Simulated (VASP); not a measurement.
# BeS (F-43m) in VASP: a series of runs

The runs below take BeS through single point, with HSE06, PBE0, HF.

Program: VASP 6.6.1. These are calculated values, not measurements. Logs are shortened: lines on timing, memory, paths and dates and some standing lists are left out, and cuts for length are marked.

## Step 1: The cell of the first run

Symmetry: F-43m, No. 216, cubic system. The conventional cell has a = 4.853 Å, b = 4.853 Å, c = 4.853 Å, α = 90.00°, β = 90.00°, γ = 90.00°. Within 2.8 Å of Be (site symmetry -43m) lie 4 S at 2.10 Å. S (site symmetry -43m) has 4 Be at 2.10 Å within 2.8 Å.

## Step 2: Single point, HSE06

Contents of POSCAR:

```
BeS
1.0
    0.0000000000      2.4266447377      2.4266447377
    2.4266447377      0.0000000000      2.4266447377
    2.4266447377      2.4266447377      0.0000000000
Be S
1 1
Direct
    0.0000000000      0.0000000000      0.0000000000
    0.2500000000      0.2500000000      0.2500000000
```

Contents of INCAR.step1:

```
SYSTEM = BeS
PREC = Accurate
ENCUT = 520
EDIFF = 1E-5
ISMEAR = -1
SIGMA = 0.02
LREAL = .False.
LASPH = .True.
NELM = 100
ALGO = Normal
ISIF = 2
LWAVE = .True.
LCHARG = .False.
GGA = PE
NBANDS = 11
```

Contents of INCAR.step2:

```
SYSTEM = BeS
PREC = Accurate
ENCUT = 520
EDIFF = 1E-6
ISMEAR = -1
SIGMA = 0.02
LREAL = .False.
LASPH = .True.
NELM = 100
ALGO = Normal
ISIF = 2
LWAVE = .False.
LCHARG = .False.
GGA = PE
LHFCALC = .True.
HFSCREEN = 0.2079
PRECFOCK = Normal
ISTART = 1
NBANDS = 11
```

Contents of KPOINTS:

```
Automatic mesh
0
Gamma
  6 6 6
  0 0 0
```

Potentials or basis: VASP PAW PBE potentials, release 64 (Be, S).

Run with:

```bash
> cat potpaw_PBE.64/Be/POTCAR potpaw_PBE.64/S/POTCAR > POTCAR
> cp INCAR.step1 INCAR
> mpirun -np 1 vasp_std > vasp.out
> cp INCAR.step2 INCAR
> mpirun -np 1 vasp_std > vasp.out
```

OUTCAR:

```text
SYSTEM = BeS
   PREC = Accurate
   ENCUT = 520
   EDIFF = 1E-6
   ISMEAR = -1
   LREAL = .False.
   LASPH = .True.
   NELM = 100
   ISIF = 2
   GGA = PE
   LHFCALC = .True.
   HFSCREEN = 0.2079
   PRECFOCK = Normal
   ISTART = 1

 ion  position               nearest neighbor table
   1  0.000  0.000  0.000-   2 2.10   2 2.10   2 2.10   2 2.10
   2  0.250  0.250  0.250-   1 2.10   1 2.10   1 2.10   1 2.10

  LATTYP: Found a face centered cubic cell.
 ALAT       =     4.8532894754

  Lattice vectors:

 A1 = (   0.0000000000,   2.4266447377,   2.4266447377)
 A2 = (   2.4266447377,   0.0000000000,   2.4266447377)
 A3 = (   2.4266447377,   2.4266447377,   0.0000000000)

Analysis of symmetry for initial positions (statically):
=====================================================================
 Subroutine PRICEL returns:
 Original cell was already a primitive cell.

 Routine SETGRP: Setting up the symmetry group for a
 face centered cubic supercell.

 Subroutine GETGRP returns: Found 24 space group operations
 (whereof 24 operations were pure point group operations)
 out of a pool of 48 trial point group operations.

The static configuration has the point symmetry T_d .

Analysis of symmetry for dynamics (positions and initial velocities):
=====================================================================
 Subroutine PRICEL returns:
 Original cell was already a primitive cell.

 Routine SETGRP: Setting up the symmetry group for a
 face centered cubic supercell.

 Subroutine GETGRP returns: Found 24 space group operations
 (whereof 24 operations were pure point group operations)
 out of a pool of 48 trial point group operations.

The dynamic configuration has the point symmetry T_d .

 Subroutine INISYM returns: Found 24 space group operations
 (whereof 24 operations are pure point group operations),
 and found     1 'primitive' translations

----------------------------------------------------------------------------------------

                                     Primitive cell

  volume of cell :      28.5791

  direct lattice vectors                    reciprocal lattice vectors
     0.000000000  2.426644738  2.426644738    -0.206045818  0.206045818  0.206045818
     2.426644738  0.000000000  2.426644738     0.206045818 -0.206045818  0.206045818
     2.426644738  2.426644738  0.000000000     0.206045818  0.206045818 -0.206045818

  length of vectors
     3.431793899  3.431793899  3.431793899     0.356881825  0.356881825  0.356881825

  position of ions in fractional coordinates (direct lattice)
     0.000000000  0.000000000  0.000000000
     0.250000000  0.250000000  0.250000000

  ion indices of the primitive-cell ions
   primitive index   ion index
                 1           1
                 2           2

----------------------------------------------------------------------------------------

 KPOINTS: Automatic mesh

Automatic generation of k-mesh.
 Grid dimensions read from file:
 generate k-points for:    6    6    6

 Generating k-lattice:

  Cartesian coordinates                     Fractional coordinates (reciprocal lattice)
    -0.034340970  0.034340970  0.034340970     0.166666667  0.000000000  0.000000000
     0.034340970 -0.034340970  0.034340970     0.000000000  0.166666667  0.000000000
     0.034340970  0.034340970 -0.034340970     0.000000000  0.000000000  0.166666667

  Length of vectors
     0.059480304  0.059480304  0.059480304

  Shift w.r.t. Gamma in fractional coordinates (k-lattice)
     0.000000000  0.000000000  0.000000000

 Subroutine IBZKPT returns following result:
 ===========================================

 Found     16 irreducible k-points:

 Following reciprocal coordinates:
            Coordinates               Weight
  0.000000  0.000000  0.000000      1.000000
  0.166667  0.000000  0.000000      8.000000
  0.333333  0.000000  0.000000      8.000000
  0.500000  0.000000  0.000000      4.000000
  0.166667  0.166667  0.000000      6.000000
  0.333333  0.166667  0.000000     24.000000
[... 8 lines left out ...]
 -0.333333  0.333333  0.166667     24.000000
 -0.333333  0.500000  0.166667     12.000000
   k-points           NKPTS =     16   k-points in BZ     NKDIM =    216   number of bands    NBANDS=     11
   number of dos      NEDOS =    301   number of ions     NIONS =      2
   total plane-waves  NPLWV =  21952
   dimension x,y,z NGX =    28 NGY =   28 NGZ =   28
   dimension x,y,z NGXF=    56 NGYF=   56 NGZF=   56
   ions per type =               1   1
   NGX,Y,Z   is equivalent  to a cutoff of  13.56, 13.56, 13.56 a.u.
   NGXF,Y,Z  is equivalent  to a cutoff of  27.13, 27.13, 27.13 a.u.
 SYSTEM =  BeS
   PREC   = accura    normal or accurate (medium, high low for compatibility)
   ISTART =      1    job   : 0-new  1-cont  2-samecut
   ICHARG =      0    charge: 1-file 2-atom 10-const
   ISPIN  =      1    spin polarized calculation?
   LNONCOLLINEAR =      F non collinear calculations
   LSORBIT =      F    spin-orbit coupling
   LASPH  =      T    aspherical Exc in radial PAW
   ENCUT  =  520.0 eV  38.22 Ry    6.18 a.u.   6.38  6.38  6.38*2*pi/ulx,y,z
   NELM   =    100;   NELMIN=  2; NELMDL=  0     # of ELM steps
   EDIFF  = 0.1E-05   stopping-criterion for ELM
   LREAL  =      F    real-space projection
   EDIFFG = 0.1E-04   stopping-criterion for IOM
   NSW    =      0    number of steps for IOM
   IBRION =     -1    ionic relax: 0-MD 1-quasi-New 2-CG
   NFREE  =      0    steps in history (QN), initial steepest desc. (CG)
   ISIF   =      2    stress and relaxation
   ISYM   =      3    0-nonsym 1-usesym 2-fastsym
   POTIM  = 0.5000    time-step for ionic-motion
   TEBEG  =    0.0;   TEEND  =   0.0 temperature during run
   PSTRESS=    0.0 pullay stress
   NELECT =       8.0000    total number of electrons
   NUPDOWN=      -1.0000    fix difference up-down
   EMIN   =  10.00;   EMAX   =-10.00  energy-range for DOS
   EFERMI =   0.00;   METHOD = LEGACY
   ISMEAR =    -1;   SIGMA  =   0.02  broadening in eV -4-tet -1-fermi 0-gaus
   EFERMI_NEDOS =   21; number of points for ismear=-14 and -15
   IALGO  =     38    algorithm
   IMIX   =      1    mixing-type and parameters
     AMIX     =   0.40;   BMIX     =  1.00
     AMIX_MAG =   1.60;   BMIX_MAG =  1.00
  volume/ion in A,a.u.               =      14.29        96.43
  Fermi-wavevector in a.u.,A,eV,Ry     =   1.070916  2.023737 15.603984  1.146860
  Thomas-Fermi vector in A             =   2.206640
   LORBIT       =      0    0 simple, 1 ext, 2 COOP (PROOUT), +10 PAW based schemes
   GGA     = PE    functional components
   LHFCALC =     T    Hartree Fock is set to
   PRECFOCK=normal    Normal, Fast or Accurate (Low or Medium for compatibility)
   ENCUT4O =  -1.0   cutoff for four orbital integrals eV
   NKREDX  =     1    reduce k-point grid by
   NKREDY  =     1    reduce k-point grid by
   NKREDZ  =     1    reduce k-point grid by
   AEXX    =    0.2500 exact exchange contribution
   HFSCREEN=    0.2079 screening length (either q_TF or 0.3 A-1)
   HFSCREENC=   0.2079 screening length for correlation (either q_TF or 0.3 A-1)
   ENCUTFOCK=  -1.0 apply spherical cutoff to Coloumb kernel
   IVDW    =     0    specifies the selected vdW correction
   LEPSILON=     F    determine dielectric tensor
   LRPA    =     F    only Hartree local field effects (RPA)
 non-spin polarized calculation
  energy-cutoff  :      520.00
  volume of cell :       28.58
 maximum number of plane-waves:       785
 NGX is ok and might be reduce to    28
  NGX = 20; NGY = 20; NGZ = 20

 number of electron       7.9999999 magnetization

 Free energy of the ion-electron system (eV)
  ---------------------------------------------------
  ext. energy  EPLUGINS =         0.00000000
  ---------------------------------------------------
  free energy    TOTEN  =       -11.38839823 eV

  energy without entropy =      -11.38839823  energy(sigma->0) =      -11.38839823

 E-fermi :   3.8982     XC(G=0):  -8.0815

 val. band max:        3.4996648094   @ k =   0.0000   0.0000   0.0000
 cond. band min:       7.5542102393   @ k =   0.5000   0.5000   0.0000
 fundamental gap:      4.0545454299
 Fermi energy:         3.8982236783

 k-point     1 :       0.0000    0.0000    0.0000
  band No.  band energies     occupation
      1     -11.5719      2.00000
      2       3.4997      2.00000
      3       3.4997      2.00000
      4       3.4997      2.00000
      5      10.3654      0.00000
      6      10.3654      0.00000
      7      10.3654      0.00000
      8      10.5460      0.00000
      9      17.7665      0.00000
     10      17.7665      0.00000
     11      19.7573      0.00000

 k-point     2 :       0.1667    0.0000    0.0000
  band No.  band energies     occupation
      1     -11.2303      2.00000
      2       1.4694      2.00000
      3       3.1531      2.00000
      4       3.1531      2.00000
      5      10.2425      0.00000
      6      10.9665      0.00000
      7      10.9665      0.00000
      8      12.6557      0.00000
      9      16.7671      0.00000
     10      16.7671      0.00000
     11      19.4236      0.00000

 k-point     3 :       0.3333    0.0000    0.0000
  band No.  band energies     occupation
      1     -10.3767      2.00000
      2      -1.4798      2.00000
      3       2.6054      2.00000
      4       2.6054      2.00000
      5      10.1490      0.00000
      6      11.3945      0.00000
      7      11.3945      0.00000
      8      15.2913      0.00000
      9      17.5791      0.00000
     10      17.5791      0.00000
     11      19.1513      0.00000
[... 155 lines left out ...]
 k-point    15 :      -0.3333    0.3333    0.1667
  band No.  band energies     occupation
      1      -9.3230      2.00000
      2      -1.8246      2.00000
      3      -0.2525      2.00000
      4       0.9314      2.00000
      5      10.7786      0.00000
      6      11.7613      0.00000
      7      14.3883      0.00000
      8      15.1710      0.00000
      9      16.2200      0.00000
     10      20.7078      0.00000
     11      21.5032      0.00000

 k-point    16 :      -0.3333    0.5000    0.1667
  band No.  band energies     occupation
      1      -9.1518      2.00000
      2      -1.5651      2.00000
      3      -0.2175      2.00000
      4       0.0676      2.00000
      5       9.6928      0.00000
      6      11.3336      0.00000
      7      14.9689      0.00000
      8      15.4747      0.00000
      9      19.6502      0.00000
     10      19.6543      0.00000
     11      22.2633      0.00000

------------------------ aborting loop because EDIFF is reached ----------------------------------------

  FORCE on cell =-STRESS in cart. coord.  units (eV):
  Direction    XX          YY          ZZ          XY          YZ          ZX
  --------------------------------------------------------------------------------------
  -------------------------------------------------------------------------------------
  Total       -0.0250526     -0.0250526     -0.0250526     -0.0000000     -0.0000000     -0.0000000
  in kB       -1.4044748     -1.4044748     -1.4044748     -0.0000000     -0.0000000     -0.0000000
  external PRESSURE =      -1.4044748 kB  Pullay stress =       0.0000000 kB

 VOLUME and BASIS-vectors are now :
 -----------------------------------------------------------------------------
  energy-cutoff  :      520.00
  volume of cell :       28.58
      direct lattice vectors                 reciprocal lattice vectors
     0.000000000  2.426644738  2.426644738    -0.206045818  0.206045818  0.206045818
     2.426644738  0.000000000  2.426644738     0.206045818 -0.206045818  0.206045818
     2.426644738  2.426644738  0.000000000     0.206045818  0.206045818 -0.206045818

 POSITION                                       TOTAL-FORCE (eV/Angst)
 -----------------------------------------------------------------------------------
      0.00000      0.00000      0.00000         0.000000     -0.000000      0.000000
      1.21332      1.21332      1.21332        -0.000000      0.000000     -0.000000
 -----------------------------------------------------------------------------------
    total drift:                               -0.000000      0.000001      0.000000

  FREE ENERGIE OF THE ION-ELECTRON SYSTEM (eV)
  ---------------------------------------------------
  free  energy   TOTEN  =       -11.3883982337 eV

  energy  without entropy=      -11.3883982337  energy(sigma->0) =      -11.38839823
```

It took 4.7 min on 1 thread of Intel Xeon Platinum 8488C (Sapphire Rapids), shared host; peak memory 0.26 GiB.

What came out:

```
Free energy            : -11.3884 eV
Pressure               : -0.1 GPa
Band gap on the k mesh : 4.05 eV (least direct gap 6.87 eV)
```

Caveat: the PAW data sets were made with another functional, which shifts forces and pressure a little. A k mesh can miss the band edges.

## Step 3: Single point, HSE06

This run uses another cell than the first one, of 14.43 Å³/atom.

Contents of POSCAR:

```
BeS
1.0
    0.0000000000      2.4343066148      2.4343066148
    2.4343066148      0.0000000000      2.4343066148
    2.4343066148      2.4343066148      0.0000000000
Be S
1 1
Direct
    0.0000000000      0.0000000000      0.0000000000
    0.2500000000      0.2500000000      0.2500000000
```

Contents of INCAR.step1:

```
SYSTEM = BeS
PREC     = Accurate       ! precision mode
ENCUT    = 520            ! plane-wave cutoff, eV
EDIFF    = 1E-5           ! SCF threshold, eV
ISMEAR   = 0              ! smearing method
SIGMA    = 0.01           ! smearing width, eV
LREAL    = .FALSE.        ! projectors in reciprocal space
LASPH    = .TRUE.         ! aspherical terms in the spheres
NELM     = 80             ! most SCF steps
ALGO     = Normal         ! electronic algorithm
ISIF     = 2              ! what is computed and relaxed
LWAVE    = .TRUE.         ! write WAVECAR
LCHARG   = .FALSE.        ! write CHGCAR
NBANDS   = 11             ! bands
GGA      = PE             ! functional
```

Contents of INCAR.step2:

```
SYSTEM = BeS
PREC     = Accurate       ! precision mode
ENCUT    = 520            ! plane-wave cutoff, eV
EDIFF    = 1E-6           ! SCF threshold, eV
ISMEAR   = 0              ! smearing method
SIGMA    = 0.01           ! smearing width, eV
LREAL    = .FALSE.        ! projectors in reciprocal space
LASPH    = .TRUE.         ! aspherical terms in the spheres
NELM     = 80             ! most SCF steps
ALGO     = Normal         ! electronic algorithm
ISIF     = 2              ! what is computed and relaxed
LWAVE    = .FALSE.        ! write WAVECAR
LCHARG   = .FALSE.        ! write CHGCAR
GGA      = PE             ! functional
LHFCALC  = .TRUE.         ! exact exchange
HFSCREEN = 0.2079         ! screening, 1/A
PRECFOCK = Normal       
NBANDS   = 11             ! bands
ISTART   = 1
```

Contents of KPOINTS:

```
Automatic mesh
0
G
  6 6 6
  0 0 0
```

Potentials or basis: VASP PAW PBE potentials, release 64 (Be, S).

Run with:

```bash
> cat potpaw_PBE.64/Be/POTCAR potpaw_PBE.64/S/POTCAR > POTCAR
> cp INCAR.step1 INCAR
> mpirun -np 1 vasp_std > vasp.out
> cp INCAR.step2 INCAR
> mpirun -np 1 vasp_std > vasp.out
```

Run time: 5.2 min. Hardware: 1 thread of Intel Xeon Platinum 8488C (Sapphire Rapids), shared host; peak memory 0.25 GiB.

The run converged. Its results:

* Free energy: -11.3875 eV
* Pressure: -1.1 GPa
* Band gap on the k mesh: 4.08 eV (least direct gap 6.87 eV)

Levels at points of the mesh, in eV from the valence-band top:
| k point | band 2 | band 3 | band 4 | band 5 | band 6 | band 7 |
| --- | --- | --- | --- | --- | --- | --- |
| (0.00, 0.00, 0.00) | 0.00 | 0.00 | 0.00 | 6.87 | 6.87 | 6.87 |
| (0.50, 0.00, 0.00) | -6.28 | -1.11 | -1.11 | 6.56 | 7.77 | 7.77 |
| (0.50, 0.50, 0.00) | -5.48 | -2.84 | -2.84 | 4.08 | 5.97 | 14.42 |

Caveat: the PAW data sets were made with another functional, which shifts forces and pressure a little.

[end of part 1 of 2]
